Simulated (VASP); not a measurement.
# AlN (Fm-3m) in VASP: notebook

AlN is run at these levels: r2SCAN+D4; tasks: single point.

Everything below comes from runs of VASP 6.6.1. Logs are shortened: lines on timing, memory, paths and dates and some standing lists are left out, and cuts for length are marked.

## (1) The cell of the first run

It takes space group Fm-3m (No. 225, cubic). Conventional cell: a = 3.956 Å, b = 3.956 Å, c = 3.956 Å, α = 90.00°, β = 90.00°, γ = 90.00°. Al (site symmetry m-3m) has 6 N at 1.98 Å within 2.6 Å. N (site symmetry m-3m) has 6 Al at 1.98 Å within 2.6 Å.

## (2) Single point, r2SCAN+D4

The input, POSCAR:

```
AlN
1.0
    0.0000000000      1.9780005664      1.9780005664
    1.9780005664      0.0000000000      1.9780005664
    1.9780005664      1.9780005664      0.0000000000
Al N
1 1
Direct
    0.0000000000      0.0000000000      0.0000000000
    0.5000000000      0.5000000000      0.5000000000
```

The input, INCAR.step1:

```
SYSTEM = AlN
ALGO = Normal
EDIFF = 1E-4
ENCUT = 520
GGA = PE
ISMEAR = 0
LASPH = .True.
LCHARG = .False.
LREAL = .False.
LWAVE = .True.
NBANDS = 11
NELM = 80
PREC = Accurate
SIGMA = 0.05
```

The input, INCAR.step2:

```
SYSTEM = AlN
ALGO = Normal
EDIFF = 1E-7
ENCUT = 520
ISIF = 2
ISMEAR = 0
ISTART = 1
IVDW = 13
LASPH = .True.
LCHARG = .False.
LMIXTAU = .True.
LREAL = .False.
LWAVE = .False.
METAGGA = R2SCAN
NBANDS = 11
NELM = 80
PREC = Accurate
SIGMA = 0.05
VDW_A1 = 0.51559235
VDW_A2 = 5.77342911
VDW_S6 = 1.0
VDW_S8 = 0.6018749
```

The input, KPOINTS:

```
k-points
0
Gamma
  10 10 10
  0 0 0
```

Potentials or basis: VASP PAW PBE potentials, release 64 (Al, N).

The run is started by

```
$ cat potpaw_PBE.64/Al/POTCAR potpaw_PBE.64/N/POTCAR > POTCAR
$ cp INCAR.step1 INCAR
$ mpirun -np 1 vasp_std > vasp.out
$ cp INCAR.step2 INCAR
$ mpirun -np 1 vasp_std > vasp.out
```

OUTCAR:

```text
SYSTEM = AlN
   EDIFF = 1E-7
   ENCUT = 520
   ISIF = 2
   ISMEAR = 0
   ISTART = 1
   IVDW = 13
   LASPH = .True.
   LREAL = .False.
   METAGGA = R2SCAN
   NELM = 80
   PREC = Accurate

 ion  position               nearest neighbor table
   1  0.000  0.000  0.000-   2 1.98   2 1.98   2 1.98   2 1.98   2 1.98   2 1.98
   2  0.500  0.500  0.500-   1 1.98   1 1.98   1 1.98   1 1.98   1 1.98   1 1.98

  LATTYP: Found a face centered cubic cell.
 ALAT       =     3.9560011328

  Lattice vectors:

 A1 = (   0.0000000000,   1.9780005664,   1.9780005664)
 A2 = (   1.9780005664,   0.0000000000,   1.9780005664)
 A3 = (   1.9780005664,   1.9780005664,   0.0000000000)

Analysis of symmetry for initial positions (statically):
=====================================================================
 Subroutine PRICEL returns:
 Original cell was already a primitive cell.

 Routine SETGRP: Setting up the symmetry group for a
 face centered cubic supercell.

 Subroutine GETGRP returns: Found 48 space group operations
 (whereof 48 operations were pure point group operations)
 out of a pool of 48 trial point group operations.

The static configuration has the point symmetry O_h .

Analysis of symmetry for dynamics (positions and initial velocities):
=====================================================================
 Subroutine PRICEL returns:
 Original cell was already a primitive cell.

 Routine SETGRP: Setting up the symmetry group for a
 face centered cubic supercell.

 Subroutine GETGRP returns: Found 48 space group operations
 (whereof 48 operations were pure point group operations)
 out of a pool of 48 trial point group operations.

The dynamic configuration has the point symmetry O_h .

 Subroutine INISYM returns: Found 48 space group operations
 (whereof 48 operations are pure point group operations),
 and found     1 'primitive' translations

----------------------------------------------------------------------------------------

                                     Primitive cell

  volume of cell :      15.4778

  direct lattice vectors                    reciprocal lattice vectors
     0.000000000  1.978000566  1.978000566    -0.252780514  0.252780514  0.252780514
     1.978000566  0.000000000  1.978000566     0.252780514 -0.252780514  0.252780514
     1.978000566  1.978000566  0.000000000     0.252780514  0.252780514 -0.252780514

  length of vectors
     2.797315227  2.797315227  2.797315227     0.437828694  0.437828694  0.437828694

  position of ions in fractional coordinates (direct lattice)
     0.000000000  0.000000000  0.000000000
     0.500000000  0.500000000  0.500000000

  ion indices of the primitive-cell ions
   primitive index   ion index
                 1           1
                 2           2

[... 86 lines left out ...]
   ISMEAR =     0;   SIGMA  =   0.05  broadening in eV -4-tet -1-fermi 0-gaus
   EFERMI_NEDOS =   21; number of points for ismear=-14 and -15
   IALGO  =     38    algorithm
   IMIX   =      4    mixing-type and parameters
     AMIX     =   0.40;   BMIX     =  1.00
     AMIX_MAG =   1.60;   BMIX_MAG =  1.00
  volume/ion in A,a.u.               =       7.74        52.22
  Fermi-wavevector in a.u.,A,eV,Ry     =   1.313818  2.482755 23.485244  1.726117
  Thomas-Fermi vector in A             =   2.444114
   LORBIT       =      0    0 simple, 1 ext, 2 COOP (PROOUT), +10 PAW based schemes
   METAGGA = R2SCAN    functional components
   LHFCALC =     F    Hartree Fock is set to
   AEXX    =    0.0000 exact exchange contribution
   IVDW    =    13    specifies the selected vdW correction
   LEPSILON=     F    determine dielectric tensor
   LRPA    =     F    only Hartree local field effects (RPA)
 non-spin polarized calculation
 Gauss-broadening in eV      SIGMA  =   0.05
  energy-cutoff  :      520.00
  volume of cell :       15.48
 maximum number of plane-waves:       444
 NGX is ok and might be reduce to    24
   NGX = 11   NGY = 11   NGZ = 11

 number of electron       8.0000000 magnetization

 Free energy of the ion-electron system (eV)
  ---------------------------------------------------
  ext. energy  EPLUGINS =         0.00000000
  ---------------------------------------------------
  free energy    TOTEN  =       -18.84510246 eV

  energy without entropy =      -18.84510246  energy(sigma->0) =      -18.84510246

 E-fermi :  10.9409     XC(G=0): -13.2078

 val. band max:       10.6392885773   @ k =   0.0000   0.0000   0.0000
 cond. band min:      16.5049669968   @ k =   0.5000   0.5000   0.0000
 fundamental gap:      5.8656784195
 Fermi energy:        10.9409318736

 k-point     1 :       0.0000    0.0000    0.0000
  band No.  band energies     occupation
      1      -8.3808      2.00000
      2      10.6393      2.00000
      3      10.6393      2.00000
      4      10.6393      2.00000
      5      18.1730      0.00000
      6      23.7719      0.00000
      7      23.7719      0.00000
      8      23.7719      0.00000
      9      29.7303      0.00000
     10      29.7303      0.00000
     11      29.7457      0.00000
[... 309 lines left out ...]
 k-point    24 :       0.4000    0.3000    0.0000
  band No.  band energies     occupation
      1      -5.1300      2.00000
      2       4.3318      2.00000
      3       7.5814      2.00000
      4       8.1237      2.00000
      5      17.8389      0.00000
      6      18.8397      0.00000
      7      24.7964      0.00000
      8      28.3147      0.00000
      9      29.2905      0.00000
     10      34.3014      0.00000
     11      38.0395      0.00000

 [... further k-points ...]

------------------------ aborting loop because EDIFF is reached ----------------------------------------

  DFT-D4 for vdW energy calculation

  Edisp (eV):   -0.29227

  FORCE on cell =-STRESS in cart. coord.  units (eV):
  Direction    XX          YY          ZZ          XY          YZ          ZX
  --------------------------------------------------------------------------------------
  -------------------------------------------------------------------------------------
  Total       1.49939     1.49939     1.49939    -0.00000     0.00000    -0.00000
  in kB     155.20837   155.20837   155.20837    -0.00000     0.00000    -0.00000
  external pressure =      155.21 kB  Pullay stress =        0.00 kB

 VOLUME and BASIS-vectors are now :
 -----------------------------------------------------------------------------
  energy-cutoff  :      520.00
  volume of cell :       15.48
      direct lattice vectors                 reciprocal lattice vectors
     0.000000000  1.978000566  1.978000566    -0.252780514  0.252780514  0.252780514
     1.978000566  0.000000000  1.978000566     0.252780514 -0.252780514  0.252780514
     1.978000566  1.978000566  0.000000000     0.252780514  0.252780514 -0.252780514

 POSITION                                       TOTAL-FORCE (eV/Angst)
 -----------------------------------------------------------------------------------
      0.00000      0.00000      0.00000        -0.000000     -0.000000      0.000000
      1.97800      1.97800      1.97800         0.000000      0.000000     -0.000000
 -----------------------------------------------------------------------------------
    total drift:                               -0.000000     -0.000000      0.000000

  FREE ENERGIE OF THE ION-ELECTRON SYSTEM (eV)
  ---------------------------------------------------
  free  energy   TOTEN  =       -19.1373730746 eV

  energy  without entropy=      -19.1373730746  energy(sigma->0) =      -19.13737307
```

Run time: 22 s. Hardware: 1 thread of Intel Xeon 6975P-C, shared host; peak memory 0.14 GiB.

Results:

```yaml
Free_energy: -19.1374 eV
Pressure: 15.5 GPa
Band_gap_on_the_k_mesh: 5.87 eV, indirect (least direct gap 7.53 eV)
Dispersion_energy_per_atom: -0.146 eV
```

Levels at points of the mesh, in eV from the valence-band top:
```
           k point  band 1  band 2  band 3  band 4  band 5  band 6  band 7  band 8  band 9
(0.00, 0.00, 0.00)  -19.02    0.00    0.00    0.00    7.53   13.13   13.13   13.13   19.09
(0.50, 0.00, 0.00)  -15.51   -8.88   -1.29   -1.29    7.35   12.47   12.47   15.67   18.29
(0.50, 0.50, 0.00)  -14.45   -8.01   -3.07   -3.07    5.87    6.17   16.23   19.81   19.81
```

Caveat: the PAW data sets were made with another functional, which shifts forces and pressure a little.

## (3) Single point, r2SCAN+D4 (volume scaled by 0.96)

The input, POSCAR:

```
AlN
1.0
    0.0000000000      1.9857684625      1.9857684625
    1.9857684625      0.0000000000      1.9857684625
    1.9857684625      1.9857684625      0.0000000000
Al N
1 1
Direct
    0.0000000000      0.0000000000      0.0000000000
    0.5000000000      0.5000000000      0.5000000000
```

The input, INCAR.step1:

```
SYSTEM = AlN
PREC = Accurate
ENCUT = 520
ISMEAR = 0
SIGMA = 0.05
LREAL = .False.
LASPH = .True.
NELM = 100
NBANDS = 11
GGA = PE
ALGO = Normal
EDIFF = 1E-4
LWAVE = .True.
LCHARG = .False.
```

The input, INCAR.step2:

```
SYSTEM = AlN
PREC = Accurate
ENCUT = 520
EDIFF = 1E-7
ISMEAR = 0
SIGMA = 0.05
LREAL = .False.
LASPH = .True.
NELM = 100
ALGO = Normal
ISIF = 2
LWAVE = .False.
LCHARG = .False.
METAGGA = R2SCAN
LMIXTAU = .True.
IVDW = 13
VDW_S6 = 1.0
VDW_S8 = 0.6018749
VDW_A1 = 0.51559235
VDW_A2 = 5.77342911
NBANDS = 11
ISTART = 1
```

The input, KPOINTS:

```
regular mesh
0
Gamma
  10 10 10
  0 0 0
```

Potentials or basis: VASP PAW PBE potentials, release 64 (Al, N).

The run is started by

```
$ cat potpaw_PBE.64/Al/POTCAR potpaw_PBE.64/N/POTCAR > POTCAR
$ cp INCAR.step1 INCAR
$ mpirun -np 1 vasp_std > vasp.out
$ cp INCAR.step2 INCAR
$ mpirun -np 1 vasp_std > vasp.out
```

Wall time 22 s (1 thread of Intel Xeon 6975P-C, shared host); peak memory 0.14 GiB.

Results (log left out):

| Quantity | Value |
| --- | --- |
| Free energy | -19.1532 eV |
| Pressure | 11.6 GPa |
| Band gap on the k mesh | 5.89 eV, indirect (least direct gap 7.35 eV) |
| Dispersion energy per atom | -0.145 eV |

Levels at points of the mesh, in eV from the valence-band top:
| k point | band 1 | band 2 | band 3 | band 4 | band 5 | band 6 | band 7 | band 8 |
| --- | --- | --- | --- | --- | --- | --- | --- | --- |
| (0.00, 0.00, 0.00) | -18.91 | 0.00 | 0.00 | 0.00 | 7.35 | 13.09 | 13.09 | 13.09 |
| (0.50, 0.00, 0.00) | -15.44 | -8.80 | -1.26 | -1.26 | 7.27 | 12.37 | 12.37 | 15.48 |
| (0.50, 0.50, 0.00) | -14.40 | -7.92 | -3.04 | -3.04 | 5.89 | 6.04 | 16.07 | 19.61 |

Caveat: the PAW data sets were made with another functional, which shifts forces and pressure a little.

(Continued in part 2 of 2.)
